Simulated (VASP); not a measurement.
Input of a VASP 6.6.1 run:

The input INCAR:

```
PREC = Accurate
ENCUT = 910
EDIFF = 1E-6
ISMEAR = 0
SIGMA = 0.01
LREAL = F
LASPH = T
NELM = 120
ALGO = Normal
ISIF = 2
LWAVE = F
LCHARG = F
GGA = PE
IVDW = 12
NBANDS = 18
GGA_COMPAT = F
NELMDL = -8
```

KPOINTS

```
regular mesh
0
Gamma
  1 1 1
```

File POSCAR:

```
H2CClF
1.0
   11.2000000000      0.0000000000      0.0000000000
    0.0000000000     11.0000000000      0.0000000000
    0.0000000000      0.0000000000     11.7000000000
H C Cl F
2 1 1 1
Direct
    0.4891687185      0.5821515248      0.4773389418
    0.5991434154      0.4807849420      0.5430876796
    0.5126118403      0.4888938457      0.5004584223
    0.4008565846      0.4341156774      0.5968300607
    0.5129736545      0.4178484752      0.4031699393
```

Potentials or basis: VASP PAW PBE potentials, release 64 (H_h, C_h, Cl, F_h).

Command:

```bash
$ cat potpaw_PBE.64/H_h/POTCAR potpaw_PBE.64/C_h/POTCAR potpaw_PBE.64/Cl/POTCAR potpaw_PBE.64/F_h/POTCAR > POTCAR
$ mpirun -np 1 vasp_gam > vasp.out
```

Task: What does it give for the gap between the frontier levels?

Result: 6.48 eV.

Task: Predict the dispersion energy per atom.

Result: -0.013 eV.

Forces on the atoms (eV/Å):
```
H    0.015  0.076 -0.019
H    0.051  0.024  0.013
C   -0.292 -0.365 -0.023
Cl   0.146  0.114 -0.062
F    0.080  0.152  0.091
```
